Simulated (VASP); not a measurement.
# Li (P6/mmm) in VASP: density of states with PBE

Aim: the density of states of Li with PBE.

All numbers are computed with VASP 6.6.1; they aren't measurements. Logs are shortened: lines on timing, memory, paths and dates and some standing lists are left out, and cuts for length are marked.

## 1. The cell of the first run

It takes space group P6/mmm (No. 191, hexagonal). Conventional cell: a = 2.936 Å, b = 2.936 Å, c = 2.715 Å, α = 90.00°, β = 90.00°, γ = 120.00°. Within 3.6 Å of Li (site symmetry 6/mmm) lie 8 Li at 2.71 to 2.94 Å.

## 2. Density of states, PBE

POSCAR reads:

```
Li
1.0
    2.9357633016      0.0000000289      0.0000000000
   -1.4678816758      2.5424455842      0.0000000000
    0.0000000000      0.0000000000      2.7146827000
Li
1
Direct
    0.0000000000      0.0000000000      0.0000000000
```

INCAR.step1 reads:

```
PREC = Accurate
ENCUT = 520
EDIFF = 1E-6
ISMEAR = 0
SIGMA = 0.1
LREAL = False
LASPH = True
NELM = 100
ALGO = Normal
ISIF = 2
LWAVE = False
LCHARG = True
GGA = PE
NBANDS = 8
```

KPOINTS.step1 reads:

```
regular mesh
0
Gamma
  24 24 20
```

INCAR.step2 reads:

```
PREC = Accurate
ENCUT = 520
EDIFF = 1E-6
ISMEAR = -5
SIGMA = 0.1
LREAL = False
LASPH = True
NELM = 100
ALGO = Normal
ISIF = 2
LWAVE = False
LCHARG = False
GGA = PE
LORBIT = 11
NBANDS = 8
NEDOS = 2001
ICHARG = 11
```

KPOINTS.step2 reads:

```
regular mesh
0
Gamma
  36 36 30
```

Potentials or basis: VASP PAW PBE potentials, release 64 (Li_sv).

On the command line:

```bash
$ cat potpaw_PBE.64/Li_sv/POTCAR > POTCAR
$ cp INCAR.step1 INCAR
$ cp KPOINTS.step1 KPOINTS
$ mpirun -np 1 vasp_std > vasp.out
$ cp INCAR.step2 INCAR
$ cp KPOINTS.step2 KPOINTS
$ mpirun -np 1 vasp_std > vasp.out
```

OUTCAR:

```text
PREC = Accurate
   ENCUT = 520
   EDIFF = 1E-6
   ISMEAR = -5
   LREAL = False
   LASPH = True
   NELM = 100
   ISIF = 2
   GGA = PE
   LORBIT = 11
   ICHARG = 11

 ion  position               nearest neighbor table
   1  0.000  0.000  0.000-

  LATTYP: Found a hexagonal cell.
 ALAT       =     2.9357633016
 C/A-ratio  =     0.9246939965

  Lattice vectors:

 A1 = (   2.9357633016,   0.0000000289,   0.0000000000)
 A2 = (  -1.4678816758,   2.5424455842,   0.0000000000)
 A3 = (   0.0000000000,   0.0000000000,   2.7146827000)

Analysis of symmetry for initial positions (statically):
=====================================================================
 Subroutine PRICEL returns:
 Original cell was already a primitive cell.

 Routine SETGRP: Setting up the symmetry group for a
 hexagonal supercell.

 Subroutine GETGRP returns: Found 24 space group operations
 (whereof 24 operations were pure point group operations)
 out of a pool of 24 trial point group operations.

The static configuration has the point symmetry D_6h.

Analysis of symmetry for dynamics (positions and initial velocities):
=====================================================================
 Subroutine PRICEL returns:
 Original cell was already a primitive cell.

 Routine SETGRP: Setting up the symmetry group for a
 hexagonal supercell.

 Subroutine GETGRP returns: Found 24 space group operations
 (whereof 24 operations were pure point group operations)
 out of a pool of 24 trial point group operations.

The dynamic configuration has the point symmetry D_6h.

 Subroutine INISYM returns: Found 24 space group operations
 (whereof 24 operations are pure point group operations),
 and found     1 'primitive' translations

----------------------------------------------------------------------------------------

                                     Primitive cell

  volume of cell :      20.2624

  direct lattice vectors                    reciprocal lattice vectors
     2.935763302  0.000000029  0.000000000     0.340626914  0.196661045  0.000000000
    -1.467881676  2.542445584  0.000000000    -0.000000004  0.393322083  0.000000000
     0.000000000  0.000000000  2.714682700     0.000000000  0.000000000  0.368367176

  length of vectors
     2.935763302  2.935763302  2.714682700     0.393322083  0.393322083  0.368367176

  position of ions in fractional coordinates (direct lattice)
     0.000000000  0.000000000  0.000000000

  ion indices of the primitive-cell ions
   primitive index   ion index
                 1           1

----------------------------------------------------------------------------------------

 KPOINTS: regular mesh

Automatic generation of k-mesh.
 Grid dimensions read from file:
 generate k-points for:   36   36   30

 Generating k-lattice:

  Cartesian coordinates                     Fractional coordinates (reciprocal lattice)
     0.009461859  0.005462807  0.000000000     0.027777778 -0.000000000  0.000000000
    -0.000000000  0.010925613  0.000000000    -0.000000000  0.027777778  0.000000000
     0.000000000  0.000000000  0.012278906     0.000000000  0.000000000  0.033333333

  Length of vectors
     0.010925613  0.010925613  0.012278906

  Shift w.r.t. Gamma in fractional coordinates (k-lattice)
     0.000000000  0.000000000  0.000000000

 TETIRR: Found  39315 inequivalent tetrahedra from   233280

 Subroutine IBZKPT returns following result:
 ===========================================

 Found   2032 irreducible k-points:

 Following reciprocal coordinates:
            Coordinates               Weight
  0.000000  0.000000  0.000000      1.000000
  0.027778 -0.000000  0.000000      6.000000
  0.055556 -0.000000  0.000000      6.000000
  0.083333 -0.000000  0.000000      6.000000
  0.111111 -0.000000  0.000000      6.000000
  0.138889  0.000000  0.000000      6.000000
[... 16 lines left out ...]
  0.111111  0.027778  0.000000     12.000000
  0.138889  0.027778  0.000000     12.000000
 [... further k-points ...]
   k-points           NKPTS =   2032   k-points in BZ     NKDIM =   2032   number of bands    NBANDS=      8
   number of dos      NEDOS =   2001   number of ions     NIONS =      1
   total plane-waves  NPLWV =  11520
   dimension x,y,z NGX =    24 NGY =   24 NGZ =   20
   dimension x,y,z NGXF=    48 NGYF=   48 NGZF=   40
   ions per type =               1
   NGX,Y,Z   is equivalent  to a cutoff of  13.59, 13.59, 12.25 a.u.
   NGXF,Y,Z  is equivalent  to a cutoff of  27.18, 27.18, 24.50 a.u.
 SYSTEM =  unknown system
   PREC   = accura    normal or accurate (medium, high low for compatibility)
   ISTART =      0    job   : 0-new  1-cont  2-samecut
   ICHARG =     11    charge: 1-file 2-atom 10-const
   ISPIN  =      1    spin polarized calculation?
   LNONCOLLINEAR =      F non collinear calculations
   LSORBIT =      F    spin-orbit coupling
   LASPH  =      T    aspherical Exc in radial PAW
   ENCUT  =  520.0 eV  38.22 Ry    6.18 a.u.   5.46  5.46  5.05*2*pi/ulx,y,z
   NELM   =    100;   NELMIN=  2; NELMDL=  0     # of ELM steps
   EDIFF  = 0.1E-05   stopping-criterion for ELM
   LREAL  =      F    real-space projection
   EDIFFG = 0.1E-04   stopping-criterion for IOM
   NSW    =      0    number of steps for IOM
   IBRION =     -1    ionic relax: 0-MD 1-quasi-New 2-CG
   NFREE  =      0    steps in history (QN), initial steepest desc. (CG)
   ISIF   =      2    stress and relaxation
   ISYM   =      2    0-nonsym 1-usesym 2-fastsym
   POTIM  = 0.5000    time-step for ionic-motion
   TEBEG  =    0.0;   TEEND  =   0.0 temperature during run
   PSTRESS=    0.0 pullay stress
   NELECT =       3.0000    total number of electrons
   NUPDOWN=      -1.0000    fix difference up-down
   EMIN   =  10.00;   EMAX   =-10.00  energy-range for DOS
   EFERMI =   0.00;   METHOD = LEGACY
   ISMEAR =    -5;   SIGMA  =   0.10  broadening in eV -4-tet -1-fermi 0-gaus
   EFERMI_NEDOS =   21; number of points for ismear=-14 and -15
   IALGO  =     38    algorithm
   IMIX   =      4    mixing-type and parameters
     AMIX     =   0.40;   BMIX     =  1.00
     AMIX_MAG =   1.60;   BMIX_MAG =  1.00
  volume/ion in A,a.u.               =      20.26       136.74
  Fermi-wavevector in a.u.,A,eV,Ry     =   0.866067  1.636629 10.205342  0.750071
  Thomas-Fermi vector in A             =   1.984402
   LORBIT       =     11    0 simple, 1 ext, 2 COOP (PROOUT), +10 PAW based schemes
   GGA     = PE    functional components
   LHFCALC =     F    Hartree Fock is set to
   AEXX    =    0.0000 exact exchange contribution
   IVDW    =     0    specifies the selected vdW correction
   LEPSILON=     F    determine dielectric tensor
   LRPA    =     F    only Hartree local field effects (RPA)
 non-spin polarized calculation
 Fermi weights with tetrahedron method with Bloechl corrections
  energy-cutoff  :      520.00
  volume of cell :       20.26
 maximum number of plane-waves:       574
 NGX is ok and might be reduce to    24

 number of electron       3.0000005 magnetization

 Free energy of the ion-electron system (eV)
  ---------------------------------------------------
  ext. energy  EPLUGINS =         0.00000000
  ---------------------------------------------------
  free energy    TOTEN  =        -1.83974210 eV

  energy without entropy =       -1.83974210  energy(sigma->0) =       -1.83974210

 E-fermi :   0.5809     XC(G=0):  -7.0437

 val. band max:        0.5913554858   @ k =   0.1111   0.0833   0.5000
 cond. band min:       0.5781629161   @ k =   0.3056   0.1944   0.1333
 fundamental gap:     -0.0131925698
 Fermi energy:         0.5809349729

 k-point     1 :       0.0000    0.0000    0.0000
  band No.  band energies     occupation
      1     -46.0589      2.00000
      2      -2.9150      2.00000
      3      12.8375      0.00000
      4      14.1256      0.00000
      5      14.1257      0.00000
      6      15.5921      0.00000
      7      18.3741      0.00000
      8      18.3741      0.00000

 k-point     2 :       0.0278   -0.0000    0.0000
  band No.  band energies     occupation
      1     -46.0588      2.00000
      2      -2.9019      2.00000
      3      12.8534      0.00000
      4      13.9257      0.00000
      5      14.0488      0.00000
      6      15.7157      0.00000
      7      17.9002      0.00000
      8      18.4854      0.00000

 k-point     3 :       0.0556   -0.0000    0.0000
  band No.  band energies     occupation
      1     -46.0583      2.00000
      2      -2.8622      2.00000
      3      12.9010      0.00000
      4      13.4455      0.00000
      5      13.8398      0.00000
      6      15.9239      0.00000
      7      17.3497      0.00000
      8      18.7978      0.00000

 k-point     4 :       0.0833   -0.0000    0.0000
  band No.  band energies     occupation
      1     -46.0575      2.00000
      2      -2.7960      2.00000
      3      12.8150      0.00000
      4      12.9802      0.00000
      5      13.5441      0.00000
      6      15.9257      0.00000
      7      17.1626      0.00000
      8      19.2657      0.00000

 k-point     5 :       0.1111   -0.0000    0.0000
  band No.  band energies     occupation
      1     -46.0566      2.00000
      2      -2.7035      2.00000
      3      12.0937      0.00000
      4      13.0906      0.00000
      5      13.2033      0.00000
      6      15.6609      0.00000
      7      17.3736      0.00000
      8      19.8470      0.00000
[... 177 lines left out ...]
 k-point    22 :       0.0833    0.0278    0.0000
  band No.  band energies     occupation
      1     -46.0570      2.00000
      2      -2.7432      2.00000
      3      12.4551      0.00000
      4      13.0434      0.00000
      5      13.2071      0.00000
      6      15.9800      0.00000
      7      17.1052      0.00000
      8      19.6216      0.00000

 k-point    23 :       0.1111    0.0278    0.0000
  band No.  band energies     occupation
      1     -46.0559      2.00000
      2      -2.6375      2.00000
      3      11.7151      0.00000
      4      12.8357      0.00000
      5      13.1692      0.00000
      6      15.6924      0.00000
      7      17.4315      0.00000
      8      20.2307      0.00000

 k-point    24 :       0.1389    0.0278    0.0000
  band No.  band energies     occupation
      1     -46.0546      2.00000
      2      -2.5055      2.00000
      3      10.9278      0.00000
      4      12.4718      0.00000
      5      13.3254      0.00000
      6      15.3992      0.00000
      7      17.8445      0.00000
      8      20.9026      0.00000

 [... further k-points ...]

------------------------ aborting loop because EDIFF is reached ----------------------------------------

  FORCE on cell =-STRESS in cart. coord.  units (eV):
  Direction    XX          YY          ZZ          XY          YZ          ZX
  --------------------------------------------------------------------------------------
  -------------------------------------------------------------------------------------
  Total       -0.0111234     -0.0111234     -0.0148099     -0.0000000     -0.0000000      0.0000000
  in kB       -0.8795427     -0.8795427     -1.1710391     -0.0000000     -0.0000000      0.0000000
  external PRESSURE =      -0.9767082 kB  Pullay stress =       0.0000000 kB

 VOLUME and BASIS-vectors are now :
 -----------------------------------------------------------------------------
  energy-cutoff  :      520.00
  volume of cell :       20.26
      direct lattice vectors                 reciprocal lattice vectors
     2.935763302  0.000000029  0.000000000     0.340626914  0.196661045  0.000000000
    -1.467881676  2.542445584  0.000000000    -0.000000004  0.393322083  0.000000000
     0.000000000  0.000000000  2.714682700     0.000000000  0.000000000  0.368367176

 POSITION                                       TOTAL-FORCE (eV/Angst)
 -----------------------------------------------------------------------------------
      0.00000      0.00000      0.00000         0.000000      0.000000      0.000000
 -----------------------------------------------------------------------------------
    total drift:                                0.000000     -0.000000      0.000000

  FREE ENERGIE OF THE ION-ELECTRON SYSTEM (eV)
  ---------------------------------------------------
  free  energy   TOTEN  =        -1.8397421020 eV

  energy  without entropy=       -1.8397421020  energy(sigma->0) =       -1.83974210

 total charge

# of ion       s       p       d       tot
------------------------------------------
    1        2.032   0.043   0.000   2.075
```

Wall time 98 s (1 thread of Intel Xeon Platinum 8488C (Sapphire Rapids), shared host); peak memory 0.39 GiB.

What came out:

| Item | Value |
| --- | --- |
| Valence electrons inside the program's atomic spheres | Li 2.08 |

Caveat: the cutoff is under 1.25 times the usual one of these potentials, so pressure, stress and relaxed cells hold a basis-set (Pulay) error; tetrahedron occupations give inexact forces and stress in metals.
